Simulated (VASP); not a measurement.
# Cd (P6_3/mmc) in VASP: further runs, part 2 of 2

VASP 6.6.1. Earlier steps stand in the parts before.

**3. Relaxation of cell and atoms, PBEsol**

This run uses another cell than the first one, of 21.59 Å³/atom.

Input file INCAR:

```
SYSTEM = Cd
PREC = Accurate ; ENCUT = 600
EDIFF = 1E-6 ; ISMEAR = 0
SIGMA = 0.02 ; LREAL = .FALSE.
LASPH = .TRUE. ; NELM = 60
ALGO = Normal ; ISIF = 3
LWAVE = .FALSE. ; LCHARG = .FALSE.
GGA = PS ; IBRION = 2
NSW = 80 ; EDIFFG = -0.03
```

Input file KPOINTS:

```
Automatic mesh
0
G
  9 9 4
  0 0 0
```

Input file POSCAR:

```
Cd
1.0
    2.9788700000      0.0000000000      0.0000000000
   -1.4894350000      2.5797770000      0.0000000000
    0.0000000000      0.0000000000      5.6176500000
Cd
2
Direct
    0.3333333333      0.6666666667      0.2500000000
    0.6666666667      0.3333333333      0.7500000000
```

Potentials or basis: VASP PAW PBE potentials, release 64 (Cd).

Run with:

```bash
$ cat potpaw_PBE.64/Cd/POTCAR > POTCAR
$ mpirun -np 1 vasp_std > vasp.out
```

OUTCAR:

```text
SYSTEM = Cd
   PREC = Accurate
   ENCUT = 600
   EDIFF = 1E-6
   ISMEAR = 0
   LREAL = .FALSE.
   LASPH = .TRUE.
   NELM = 60
   ISIF = 3
   GGA = PS
   IBRION = 2
   NSW = 80
   EDIFFG = -0.03

 ion  position               nearest neighbor table
   1  0.333  0.667  0.250-   2 3.29   2 3.29   2 3.29   2 3.29   2 3.29   2 3.29
   2  0.667  0.333  0.750-   1 3.29   1 3.29   1 3.29   1 3.29   1 3.29   1 3.29

  LATTYP: Found a hexagonal cell.
 ALAT       =     2.9788700000
 C/A-ratio  =     1.8858325472

  Lattice vectors:

 A1 = (   2.9788700000,   0.0000000000,   0.0000000000)
 A2 = (  -1.4894350000,   2.5797770000,   0.0000000000)
 A3 = (   0.0000000000,   0.0000000000,   5.6176500000)

Analysis of symmetry for initial positions (statically):
=====================================================================
 Subroutine PRICEL returns:
 Original cell was already a primitive cell.

 Routine SETGRP: Setting up the symmetry group for a
 hexagonal supercell.

 Subroutine GETGRP returns: Found 24 space group operations
 (whereof 12 operations were pure point group operations)
 out of a pool of 24 trial point group operations.

The static configuration has the point symmetry D_3d.
 The point group associated with its full space group is D_6h.

Analysis of symmetry for dynamics (positions and initial velocities):
=====================================================================
 Subroutine PRICEL returns:
 Original cell was already a primitive cell.

 Routine SETGRP: Setting up the symmetry group for a
 hexagonal supercell.

 Subroutine GETGRP returns: Found 24 space group operations
 (whereof 12 operations were pure point group operations)
 out of a pool of 24 trial point group operations.

The dynamic configuration has the point symmetry D_3d.
[... 143 lines left out ...]

 Free energy of the ion-electron system (eV)
  ---------------------------------------------------
  ext. energy  EPLUGINS =         0.00000000
  ---------------------------------------------------
  free energy    TOTEN  =        -2.35618081 eV

  energy without entropy =       -2.35569087  energy(sigma->0) =       -2.35593584

------------------------ aborting loop because EDIFF is reached ----------------------------------------

  FORCE on cell =-STRESS in cart. coord.  units (eV):
  Direction    XX          YY          ZZ          XY          YZ          ZX
  --------------------------------------------------------------------------------------
  -------------------------------------------------------------------------------------
  Total       -0.2837505     -0.2837505      0.1122414      0.0000000      0.0000000      0.0000000
  in kB      -10.5307386    -10.5307379      4.1655761      0.0000000      0.0000000      0.0000000
  external PRESSURE =      -5.6319668 kB  Pullay stress =       0.0000000 kB
[... 89 lines left out ...]
  FREE ENERGIE OF THE ION-ELECTRON SYSTEM (eV)
  ---------------------------------------------------
  free  energy   TOTEN  =        -2.3686654385 eV

  energy  without entropy=       -2.3679463083  energy(sigma->0) =       -2.36830587

[... ionic steps 4 to 9 ...]

--------------------------------------- Ionic step       10  -------------------------------------------

 number of electron      24.0000000 magnetization

------------------------ aborting loop because EDIFF is reached ----------------------------------------
[... 67 lines left out ...]
--------------------------------------- Ionic step       12  -------------------------------------------

 number of electron      24.0000006 magnetization

 Free energy of the ion-electron system (eV)
  ---------------------------------------------------
  ext. energy  EPLUGINS =         0.00000000
  ---------------------------------------------------
  free energy    TOTEN  =        -2.38726073 eV

  energy without entropy =       -2.38654163  energy(sigma->0) =       -2.38690118

 E-fermi :   3.0614     XC(G=0): -11.1757

 val. band max:        2.4888041944   @ k =   0.1111   0.0000   0.2500
 cond. band min:       3.0691723060   @ k =   0.3333   0.2222   0.2500
 fundamental gap:      0.5803681116
 Fermi energy:         3.0614150173

 k-point     1 :       0.0000    0.0000    0.0000
  band No.  band energies     occupation
      1      -7.1952      2.00000
      2      -7.0165      2.00000
      3      -6.4861      2.00000
      4      -6.4861      2.00000
      5      -6.4500      2.00000
      6      -6.4500      2.00000
[... 433 lines left out ...]
      3      -6.5111      2.00000
      4      -6.3585      2.00000
      5      -6.3010      2.00000
      6      -6.3010      2.00000
[... 8 lines left out ...]
     15       5.8241      0.00000
     16       6.0742      0.00000

 [... further k-points ...]

------------------------ aborting loop because EDIFF is reached ----------------------------------------

  FORCE on cell =-STRESS in cart. coord.  units (eV):
  Direction    XX          YY          ZZ          XY          YZ          ZX
  --------------------------------------------------------------------------------------
  -------------------------------------------------------------------------------------
  Total       -0.0442797     -0.0442797      0.0155413      0.0000000      0.0000000      0.0000000
  in kB       -1.6389114     -1.6389112      0.5752247      0.0000000      0.0000000      0.0000000
  external PRESSURE =      -0.9008660 kB  Pullay stress =       0.0000000 kB
[... 17 lines left out ...]
  FREE ENERGIE OF THE ION-ELECTRON SYSTEM (eV)
  ---------------------------------------------------
  free  energy   TOTEN  =        -2.3872607299 eV

  energy  without entropy=       -2.3865416314  energy(sigma->0) =       -2.38690118

 reached required accuracy - stopping structural energy minimisation
```

CONTCAR:

```text
Cd
   1.00000000000000
     2.9165375605792065    0.0000000000000000   -0.0000000000000000
    -1.4582687802896033    2.5257955300634851   -0.0000000000000000
    -0.0000000000000000    0.0000000000000000    5.8761626756093355
  Cd
     2
Direct
     0.3333333332999970    0.6666666667000030    0.2500000000000000
     0.6666666667000030    0.3333333332999970    0.7500000000000000

  0.00000000E+00  0.00000000E+00  0.00000000E+00
  0.00000000E+00  0.00000000E+00  0.00000000E+00
```

Run time: 60 s. Hardware: 1 thread of Intel Xeon 6975P-C (Granite Rapids), shared host; peak memory 0.18 GiB.

Results:

- Free energy: -2.3873 eV
- Relaxed volume: 21.64 Å³/atom
- Relaxed cell: a = 2.917 Å, b = 2.917 Å, c = 5.876 Å, α = 90.00°, β = 90.00°, γ = 120.00°
- Space group after relaxing (to 0.1 Å): P6_3/mmc (No. 194)
- Energy gained by relaxing: 15.5 meV/atom
- Ionic steps: 12
- Pressure after relaxing: -0.1 GPa
- Band gap on the k mesh: zero (bands 12 and 13 overlap by 4.59 eV)

Stress tensor (GPa, compression positive):
```
-0.16  0.00  0.00
 0.00 -0.16  0.00
 0.00  0.00  0.06
```

Step by step:
```
step  energy change (eV)  largest force (eV/Å)  pressure (GPa)  volume (Å³)
   1              0.0000                0.0000           -0.56        43.17
   2             -0.0032                0.0000           -0.37        42.70
   3             -0.0125                0.0000            2.42        41.28
   4             -0.0132                0.0000            1.19        41.90
   5             -0.0137                0.0000            1.67        41.66
   6             -0.0146                0.0000            1.80        41.61
   7             -0.0163                0.0000            2.21        41.47
   8             -0.0180                0.0000            2.02        41.57
   9             -0.0224                0.0000            1.56        41.86
  10             -0.0283                0.0000            0.86        42.46
  11             -0.0304                0.0000           -0.52        43.66
  12             -0.0311                0.0000           -0.09        43.29
```

Final structure:
```cif
data_structure
_symmetry_space_group_name_H-M 'P 1'
_symmetry_Int_Tables_number 1
_cell_length_a 2.9165
_cell_length_b 2.9165
_cell_length_c 5.8762
_cell_angle_alpha 90.000
_cell_angle_beta 90.000
_cell_angle_gamma 120.000
_cell_volume 43.29
loop_
_atom_site_label
_atom_site_type_symbol
_atom_site_fract_x
_atom_site_fract_y
_atom_site_fract_z
_atom_site_occupancy
Cd1 Cd 0.33333 0.66667 0.25000 1
Cd2 Cd 0.66667 0.33333 0.75000 1
```

Caveat: the PAW data sets were made with another functional, which shifts forces and pressure a little.
